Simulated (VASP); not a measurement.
# Ga4As3P (Amm2) in VASP: notebook

The runs below take Ga4As3P through single point, with PBE, r2SCAN.

Everything below comes from runs of VASP 6.6.1. Logs are shortened: lines on timing, memory, paths and dates and some standing lists are left out, and cuts for length are marked.

### 1 The cell of the first run

The structure is orthorhombic, space group Amm2 (No. 38). Conventional cell: a = 3.970 Å, b = 7.938 Å, c = 11.216 Å, α = 90.00°, β = 90.00°, γ = 90.00°. Within 3.1 Å of P (site symmetry mm2) lie 4 Ga at 2.38 to 2.40 Å. As (site symmetry m) has 4 Ga at 2.43 to 2.46 Å within 3.2 Å. Within 3.2 Å of As (site symmetry mm2) lie 4 Ga at 2.43 to 2.45 Å. Ga (site symmetry mm2) has 2 P at 2.40 Å and 2 As at 2.46 Å within 3.2 Å. Within 3.1 Å of Ga (site symmetry m) lie 1 P at 2.38 Å and 3 As at 2.44 to 2.45 Å. Within 3.2 Å of Ga (site symmetry mm2) lie 4 As at 2.43 Å.

### 2 Single point, PBE

INCAR

```
ALGO     = Normal         # electronic algorithm
EDIFF    = 1E-6           # SCF threshold, eV
ENCUT    = 520            # plane-wave cutoff, eV
GGA      = PE             # functional
ISIF     = 2              # what is computed and relaxed
ISMEAR   = -1             # smearing method
LASPH    = True           # aspherical terms in the spheres
LCHARG   = False          # write CHGCAR
LREAL    = False          # projectors in reciprocal space
LWAVE    = False          # write WAVECAR
NBANDS   = 46             # bands
NELM     = 80             # most SCF steps
PREC     = Accurate       # precision mode
SIGMA    = 0.02           # smearing width, eV
```

KPOINTS

```
k-points
0
Gamma
  6 4 4
```

POSCAR

```
Ga4As3P
1.0
    3.9703331044      0.0000000000      0.0000000000
    0.0000000000      3.9689306256      5.6082376746
    0.0000000000     -3.9689306256      5.6082376746
P As Ga
1 3 4
Direct
    0.0000000000     -0.0000402676     -0.0000402676
    0.5000000000     -0.0002478565      0.5001667184
    0.5000000000      0.5001667184     -0.0002478565
    0.0000000000      0.5001865662      0.5001865662
    0.5000000000      0.8794828451      0.8794828451
    0.0000000000      0.8778076202      0.3678915179
    0.0000000000      0.3678915179      0.8778076202
    0.5000000000      0.3747528564      0.3747528564
```

Potentials or basis: VASP PAW PBE potentials, release 64 (P, As, Ga_d).

The run is started by

```bash
$ cat potpaw_PBE.64/P/POTCAR potpaw_PBE.64/As/POTCAR potpaw_PBE.64/Ga_d/POTCAR > POTCAR
$ mpirun -np 1 vasp_std > vasp.out
```

OUTCAR:

```text
EDIFF = 1E-6
   ENCUT = 520
   GGA = PE
   ISIF = 2
   ISMEAR = -1
   LASPH = True
   LREAL = False
   NELM = 80
   PREC = Accurate

 ion  position               nearest neighbor table
   1  0.000  1.000  1.000-   6 2.38   7 2.38   5 2.40   5 2.40
   2  0.500  1.000  0.500-   8 2.43   6 2.44   6 2.44   5 2.46
   3  0.500  0.500  1.000-   8 2.43   7 2.44   7 2.44   5 2.46
   4  0.000  0.500  0.500-   8 2.43   8 2.43   6 2.45   7 2.45
   5  0.500  0.879  0.879-   1 2.40   1 2.40   3 2.46   2 2.46
   6  0.000  0.878  0.368-   1 2.38   2 2.44   2 2.44   4 2.45
   7  0.000  0.368  0.878-   1 2.38   3 2.44   3 2.44   4 2.45
   8  0.500  0.375  0.375-   2 2.43   3 2.43   4 2.43   4 2.43

  LATTYP: Found a base centered orthorhombic cell.
 ALAT       =     7.9378612512
 B/A-ratio  =     1.4130349466
 C/A-ratio  =     0.5001766822

  Lattice vectors:

 A1 = (   0.0000000000,   3.9689306256,  -5.6082376746)
 A2 = (   0.0000000000,   3.9689306256,   5.6082376746)
 A3 = (   3.9703331044,   0.0000000000,   0.0000000000)

Analysis of symmetry for initial positions (statically):
=====================================================================
 Subroutine PRICEL returns:
 Original cell was already a primitive cell.

 Routine SETGRP: Setting up the symmetry group for a
 base centered orthorhombic supercell.

 Subroutine GETGRP returns: Found  4 space group operations
 (whereof  4 operations were pure point group operations)
 out of a pool of  8 trial point group operations.

The static configuration has the point symmetry C_2v.

Analysis of symmetry for dynamics (positions and initial velocities):
=====================================================================
 Subroutine PRICEL returns:
 Original cell was already a primitive cell.

 Routine SETGRP: Setting up the symmetry group for a
 base centered orthorhombic supercell.

 Subroutine GETGRP returns: Found  4 space group operations
 (whereof  4 operations were pure point group operations)
 out of a pool of  8 trial point group operations.

The dynamic configuration has the point symmetry C_2v.

 Subroutine INISYM returns: Found  4 space group operations
 (whereof  4 operations are pure point group operations),
 and found     1 'primitive' translations

----------------------------------------------------------------------------------------

                                     Primitive cell

  volume of cell :     176.7490

  direct lattice vectors                    reciprocal lattice vectors
     3.970333104  0.000000000  0.000000000     0.251868036  0.000000000  0.000000000
     0.000000000  3.968930626  5.608237675     0.000000000  0.125978518  0.089154567
     0.000000000 -3.968930626  5.608237675     0.000000000 -0.125978518  0.089154567

  length of vectors
     3.970333104  6.870570582  6.870570582     0.251868036  0.154334455  0.154334455

  position of ions in fractional coordinates (direct lattice)
     0.000000000  0.999959732  0.999959732
     0.500000000  0.999752143  0.500166718
     0.500000000  0.500166718  0.999752143
     0.000000000  0.500186566  0.500186566
     0.500000000  0.879482845  0.879482845
     0.000000000  0.877807620  0.367891518
     0.000000000  0.367891518  0.877807620
     0.500000000  0.374752856  0.374752856

  ion indices of the primitive-cell ions
   primitive index   ion index
                 1           1
                 2           2
                 3           3
                 4           4
                 5           5
                 6           6
                 7           7
                 8           8

----------------------------------------------------------------------------------------

 KPOINTS: k-points

Automatic generation of k-mesh.
 Grid dimensions read from file:
 generate k-points for:    6    4    4

 Generating k-lattice:

  Cartesian coordinates                     Fractional coordinates (reciprocal lattice)
     0.041978006  0.000000000  0.000000000     0.166666667  0.000000000  0.000000000
     0.000000000  0.031494630  0.022288642     0.000000000  0.250000000  0.000000000
     0.000000000 -0.031494630  0.022288642     0.000000000  0.000000000  0.250000000

  Length of vectors
     0.041978006  0.038583614  0.038583614

  Shift w.r.t. Gamma in fractional coordinates (k-lattice)
     0.000000000  0.000000000  0.000000000

 Subroutine IBZKPT returns following result:
 ===========================================

 Found     28 irreducible k-points:

 Following reciprocal coordinates:
            Coordinates               Weight
  0.000000  0.000000  0.000000      1.000000
  0.166667  0.000000  0.000000      2.000000
  0.333333  0.000000  0.000000      2.000000
  0.500000  0.000000  0.000000      1.000000
  0.000000  0.250000  0.000000      4.000000
  0.166667  0.250000  0.000000      8.000000
[... 16 lines left out ...]
  0.333333 -0.250000  0.250000      4.000000
  0.500000 -0.250000  0.250000      2.000000
 [... further k-points ...]
[... 34 lines left out ...]
  Fermi-wavevector in a.u.,A,eV,Ry     =   1.213575  2.293325 20.038183  1.472765
  Thomas-Fermi vector in A             =   2.349023
   LORBIT       =      0    0 simple, 1 ext, 2 COOP (PROOUT), +10 PAW based schemes
   GGA     = PE    functional components
   LHFCALC =     F    Hartree Fock is set to
   AEXX    =    0.0000 exact exchange contribution
   IVDW    =     0    specifies the selected vdW correction
   LEPSILON=     F    determine dielectric tensor
   LRPA    =     F    only Hartree local field effects (RPA)
 non-spin polarized calculation
  energy-cutoff  :      520.00
  volume of cell :      176.75
 maximum number of plane-waves:      4793
 NGX is ok and might be reduce to    30
   NGX = 15   NGY = 25   NGZ = 25

 number of electron      71.9999993 magnetization

 Free energy of the ion-electron system (eV)
  ---------------------------------------------------
  ext. energy  EPLUGINS =         0.00000000
  ---------------------------------------------------
  free energy    TOTEN  =       -33.80738648 eV

  energy without entropy =      -33.80738648  energy(sigma->0) =      -33.80738648

 E-fermi :   4.4739     XC(G=0):  -9.6264

 val. band max:        4.0984050696   @ k =   0.0000   0.0000   0.0000
 cond. band min:       4.8354463584   @ k =   0.0000   0.0000   0.0000
 fundamental gap:      0.7370412888
 Fermi energy:         4.4738697810

 k-point     1 :       0.0000    0.0000    0.0000
  band No.  band energies     occupation
      1     -10.8202      2.00000
      2     -10.7960      2.00000
      3     -10.7592      2.00000
      4     -10.7347      2.00000
      5     -10.7049      2.00000
      6     -10.6937      2.00000
[... 38 lines left out ...]
     45       8.6313      0.00000
     46       8.6641      0.00000

 k-point     2 :       0.1667    0.0000    0.0000
  band No.  band energies     occupation
      1     -10.8152      2.00000
      2     -10.7971      2.00000
      3     -10.7649      2.00000
      4     -10.7357      2.00000
      5     -10.7000      2.00000
      6     -10.6959      2.00000
[... 38 lines left out ...]
     45       8.3933      0.00000
     46       8.7715      0.00000

 k-point     3 :       0.3333    0.0000    0.0000
  band No.  band energies     occupation
      1     -10.8103      2.00000
      2     -10.8011      2.00000
      3     -10.7748      2.00000
      4     -10.7393      2.00000
      5     -10.7009      2.00000
      6     -10.7004      2.00000
[... 38 lines left out ...]
     45       9.6185      0.00000
     46       9.8625      0.00000

 k-point     4 :       0.5000    0.0000    0.0000
  band No.  band energies     occupation
      1     -10.8115      2.00000
      2     -10.8039      2.00000
      3     -10.7767      2.00000
      4     -10.7443      2.00000
      5     -10.7037      2.00000
      6     -10.7021      2.00000
[... 920 lines left out ...]
     45       9.4681      0.00000
     46       9.6286      0.00000

 k-point    23 :       0.3333   -0.2500    0.2500
  band No.  band energies     occupation
      1     -10.8105      2.00000
      2     -10.8017      2.00000
      3     -10.7737      2.00000
      4     -10.7427      2.00000
      5     -10.7087      2.00000
      6     -10.6938      2.00000
[... 38 lines left out ...]
     45       9.7520      0.00000
     46       9.8986      0.00000

 k-point    24 :       0.5000   -0.2500    0.2500
  band No.  band energies     occupation
      1     -10.8139      2.00000
      2     -10.8068      2.00000
      3     -10.7801      2.00000
      4     -10.7468      2.00000
      5     -10.7094      2.00000
      6     -10.6938      2.00000
[... 38 lines left out ...]
     45      10.1364      0.00000
     46      10.2836      0.00000

 [... further k-points ...]
[... 5 lines left out ...]
  --------------------------------------------------------------------------------------
  -------------------------------------------------------------------------------------
  Total        3.1711566      3.1466801      3.1315572      0.0000000      0.0000000      0.0000000
  in kB       28.7456027     28.5237304     28.3866450      0.0000000      0.0000000      0.0000000
  external PRESSURE =      28.5519927 kB  Pullay stress =       0.0000000 kB

 VOLUME and BASIS-vectors are now :
 -----------------------------------------------------------------------------
  energy-cutoff  :      520.00
  volume of cell :      176.75
      direct lattice vectors                 reciprocal lattice vectors
     3.970333104  0.000000000  0.000000000     0.251868036  0.000000000  0.000000000
     0.000000000  3.968930626  5.608237675     0.000000000  0.125978518  0.089154567
     0.000000000 -3.968930626  5.608237675     0.000000000 -0.125978518  0.089154567

 POSITION                                       TOTAL-FORCE (eV/Angst)
 -----------------------------------------------------------------------------------
      0.00000      0.00000     11.21602         0.000000      0.000000     -0.008296
      1.98517      1.98282      8.41190         0.000000     -0.018250      0.000121
      1.98517     -1.98282      8.41190         0.000000      0.018250      0.000121
      0.00000      0.00000      5.61033         0.000000      0.000000      0.013446
      1.98517      0.00000      9.86470         0.000000      0.000000      0.066934
      0.00000      2.02382      6.98618         0.000000      0.049980     -0.036542
      0.00000     -2.02382      6.98618         0.000000     -0.049980     -0.036542
      1.98517      0.00000      4.20341         0.000000      0.000000      0.000757
 -----------------------------------------------------------------------------------
    total drift:                                0.000000     -0.000000      0.001646

  FREE ENERGIE OF THE ION-ELECTRON SYSTEM (eV)
  ---------------------------------------------------
  free  energy   TOTEN  =       -33.8073864822 eV

  energy  without entropy=      -33.8073864820  energy(sigma->0) =      -33.80738648
```

It took 3.5 min on 1 thread of Intel Xeon 6975P-C (Granite Rapids), shared host; peak memory 0.39 GiB.

Results:

```
Free energy            : -33.8074 eV
Pressure               : 2.9 GPa
Largest force          : 0.067 eV/Å
Band gap on the k mesh : 0.74 eV
```

Forces on the atoms (eV/Å):
```
P    0.000  0.000 -0.008
As   0.000 -0.018  0.000
As   0.000  0.018  0.000
As   0.000  0.000  0.013
Ga   0.000  0.000  0.067
Ga   0.000  0.050 -0.037
Ga   0.000 -0.050 -0.037
Ga   0.000  0.000  0.001
```

Levels at points of the mesh, in eV from the valence-band top:
```
           k point  band 34  band 35  band 36  band 37  band 38  band 39
(0.00, 0.00, 0.00)    -0.03    -0.01     0.00     0.74     1.09     1.10
(0.50, 0.00, 0.00)    -3.28    -1.39    -1.12     2.66     2.90     4.56
(0.00, 0.50, 0.00)    -0.81    -0.56    -0.56     1.42     1.68     2.11
(0.50, 0.50, 0.00)    -2.09    -1.97    -1.94     2.03     2.18     2.33
(0.00, 0.50, 0.50)    -1.59    -1.28    -1.12     1.84     2.07     2.66
(0.50, 0.50, 0.50)    -1.16    -1.15    -1.03     1.07     1.11     1.35
```

Caveat: semilocal functionals underestimate gaps, and a narrow one can read as zero. A k mesh can miss the band edges.

### 3 Single point, PBE

This run uses another cell than the first one, of 22.95 Å³/atom.

INCAR

```
SYSTEM = Ga4As3P
  PREC = Accurate
  ENCUT = 520
  EDIFF = 1E-6
  ISMEAR = -1
  SIGMA = 0.02
  LREAL = .False.
  LASPH = .True.
  NELM = 60
  ALGO = Normal
  ISIF = 2
  LWAVE = .False.
  LCHARG = .False.
  GGA = PE
  NBANDS = 46
```

KPOINTS

```
Automatic mesh
0
Gamma
  6 4 4
  0 0 0
```

POSCAR

```
Ga4As3P
1.0
    4.0217677452      0.0000000000      0.0000000000
    0.0000000000      4.0198277375      5.6785582732
    0.0000000000     -4.0198277375      5.6785582732
P As Ga
1 3 4
Direct
    0.0000000000     -0.0000265594     -0.0000265594
    0.5000000000     -0.0002412873      0.5001435319
    0.5000000000      0.5001435319     -0.0002412873
    0.0000000000      0.5001968735      0.5001968735
    0.5000000000      0.8797467138      0.8797467138
    0.0000000000      0.8779951310      0.3674389065
    0.0000000000      0.3674389065      0.8779951310
    0.5000000000      0.3747466901      0.3747466901
```

Potentials or basis: VASP PAW PBE potentials, release 64 (P, As, Ga_d).

The run is started by

```bash
$ cat potpaw_PBE.64/P/POTCAR potpaw_PBE.64/As/POTCAR potpaw_PBE.64/Ga_d/POTCAR > POTCAR
$ mpirun -np 1 vasp_std > vasp.out
```

Wall time 2.5 min (1 thread of Intel Xeon 6975P-C (Granite Rapids), shared host); peak memory 0.4 GiB.

It converged, with:

- Free energy: -33.8698 eV
- Pressure: 0.1 GPa
- Largest force: 0.014 eV/Å
- Band gap on the k mesh: 0.45 eV

Forces on the atoms (eV/Å):
```
P    0.000  0.000  0.002
As   0.000  0.000  0.000
As   0.000  0.000  0.000
As   0.000  0.000  0.000
Ga   0.000  0.000  0.013
Ga   0.000  0.011 -0.008
Ga   0.000 -0.011 -0.008
Ga   0.000  0.000  0.000
```

Levels at points of the mesh, in eV from the valence-band top:
```
           k point  band 33  band 34  band 35  band 36  band 37  band 38  band 39  band 40
(0.00, 0.00, 0.00)    -0.97    -0.03    -0.01     0.00     0.45     0.98     0.99     1.54
(0.50, 0.00, 0.00)    -3.20    -3.11    -1.33    -1.06     2.57     2.81     4.40     4.41
(0.00, 0.50, 0.00)    -0.83    -0.78    -0.53    -0.52     1.29     1.55     2.10     2.32
(0.50, 0.50, 0.00)    -2.16    -1.99    -1.86    -1.83     2.02     2.18     2.32     2.36
(0.00, 0.50, 0.50)    -1.51    -1.51    -1.21    -1.06     1.85     2.10     2.58     2.80
(0.50, 0.50, 0.50)    -1.25    -1.10    -1.09    -0.97     0.96     1.00     1.41     1.67
```

Caveat: semilocal functionals underestimate gaps, and a narrow one can read as zero.

### 4 Single point, r2SCAN

POSCAR

```
Ga4As3P
1.0
    3.9703331044      0.0000000000      0.0000000000
    0.0000000000      3.9689306256      5.6082376746
    0.0000000000     -3.9689306256      5.6082376746
P As Ga
1 3 4
Direct
    0.0000000000     -0.0000402676     -0.0000402676
    0.5000000000     -0.0002478565      0.5001667184
    0.5000000000      0.5001667184     -0.0002478565
    0.0000000000      0.5001865662      0.5001865662
    0.5000000000      0.8794828451      0.8794828451
    0.0000000000      0.8778076202      0.3678915179
    0.0000000000      0.3678915179      0.8778076202
    0.5000000000      0.3747528564      0.3747528564
```

INCAR.step1

```
SYSTEM = Ga4As3P
PREC     = Accurate       ! precision mode
ENCUT    = 520            ! plane-wave cutoff, eV
ISMEAR   = -1             ! smearing method
SIGMA    = 0.02           ! smearing width, eV
LREAL    = .FALSE.        ! projectors in reciprocal space
LASPH    = .TRUE.         ! aspherical terms in the spheres
NELM     = 80             ! most SCF steps
NBANDS   = 46             ! bands
GGA      = PE             ! functional
ALGO     = Normal         ! electronic algorithm
EDIFF    = 1E-4           ! SCF threshold, eV
LWAVE    = .TRUE.         ! write WAVECAR
LCHARG   = .FALSE.        ! write CHGCAR
```

INCAR.step2

```
SYSTEM = Ga4As3P
PREC     = Accurate       ! precision mode
ENCUT    = 520            ! plane-wave cutoff, eV
EDIFF    = 1E-7           ! SCF threshold, eV
ISMEAR   = -1             ! smearing method
SIGMA    = 0.02           ! smearing width, eV
LREAL    = .FALSE.        ! projectors in reciprocal space
LASPH    = .TRUE.         ! aspherical terms in the spheres
NELM     = 80             ! most SCF steps
ALGO     = Normal         ! electronic algorithm
ISIF     = 2              ! what is computed and relaxed
LWAVE    = .FALSE.        ! write WAVECAR
LCHARG   = .FALSE.        ! write CHGCAR
METAGGA  = R2SCAN         ! meta-GGA
LMIXTAU  = .TRUE.       
NBANDS   = 46             ! bands
ISTART   = 1
```

KPOINTS

```
Automatic mesh
0
G
  6 4 4
  0 0 0
```

The run is started by

```bash
$ cat potpaw_PBE.64/P/POTCAR potpaw_PBE.64/As/POTCAR potpaw_PBE.64/Ga_d/POTCAR > POTCAR
$ cp INCAR.step1 INCAR
$ mpirun -np 1 vasp_std > vasp.out
$ cp INCAR.step2 INCAR
$ mpirun -np 1 vasp_std > vasp.out
```

Wall time 8.3 min (1 thread of Intel Xeon 6975P-C (Granite Rapids), shared host); peak memory 0.44 GiB.

It converged, with:

```yaml
Free_energy: -102.5611 eV
Pressure: 0.1 GPa
Largest_force: 0.014 eV/Å
Band_gap_on_the_k_mesh: 1.21 eV
```

Forces on the atoms (eV/Å):
```
P    0.000  0.000  0.002
As   0.000 -0.001  0.002
As   0.000  0.001  0.002
As   0.000  0.000  0.003
Ga   0.000  0.000  0.007
Ga   0.000  0.008 -0.011
Ga   0.000 -0.008 -0.011
Ga   0.000  0.000  0.007
```

Levels at points of the mesh, in eV from the valence-band top:
| k point | band 34 | band 35 | band 36 | band 37 | band 38 | band 39 |
| --- | --- | --- | --- | --- | --- | --- |
| (0.00, 0.00, 0.00) | -0.03 | -0.01 | 0.00 | 1.21 | 1.45 | 1.47 |
| (0.50, 0.00, 0.00) | -3.37 | -1.44 | -1.16 | 3.01 | 3.27 | 4.96 |
| (0.00, 0.50, 0.00) | -0.84 | -0.59 | -0.58 | 1.79 | 2.06 | 2.42 |
| (0.50, 0.50, 0.00) | -2.16 | -2.04 | -2.01 | 2.33 | 2.50 | 2.65 |
| (0.00, 0.50, 0.50) | -1.65 | -1.32 | -1.16 | 2.13 | 2.36 | 3.02 |
| (0.50, 0.50, 0.50) | -1.20 | -1.19 | -1.07 | 1.42 | 1.47 | 1.63 |

Caveat: the PAW data sets were made with another functional, which shifts forces and pressure a little. A k mesh can miss the band edges.

### 5 The runs side by side

| level | cell | gap on the mesh (eV) | pressure (GPa) | largest force (eV/Å) |
| --- | --- | --- | --- | --- |
| PBE | a = 3.970, b = 6.871, c = 6.871 Å, angles 70.6, 90.0, 90.0°, 8 atoms, atomic positions A | 0.74 | 2.9 | 0.07 |
| PBE | a = 4.022, b = 6.957, c = 6.957 Å, angles 70.6, 90.0, 90.0°, 8 atoms, atomic positions B | 0.45 | 0.1 | 0.01 |
| r2SCAN | a = 3.970, b = 6.871, c = 6.871 Å, angles 70.6, 90.0, 90.0°, 8 atoms, atomic positions A | 1.21 | 0.1 | 0.01 |

Alike in all rows: task single point; potentials or basis VASP PAW PBE potentials, release 64 (P, As, Ga_d); no spin polarisation; k mesh 6 × 4 × 4; cutoff (eV) 520; smearing fermi-dirac 0.02 eV.

Caveats: semilocal functionals underestimate gaps, and a narrow one can read as zero (at least some runs); the PAW data sets were made with another functional, which shifts forces and pressure a little (at least some runs).

Absolute energies hang on the potentials; compare differences alone.
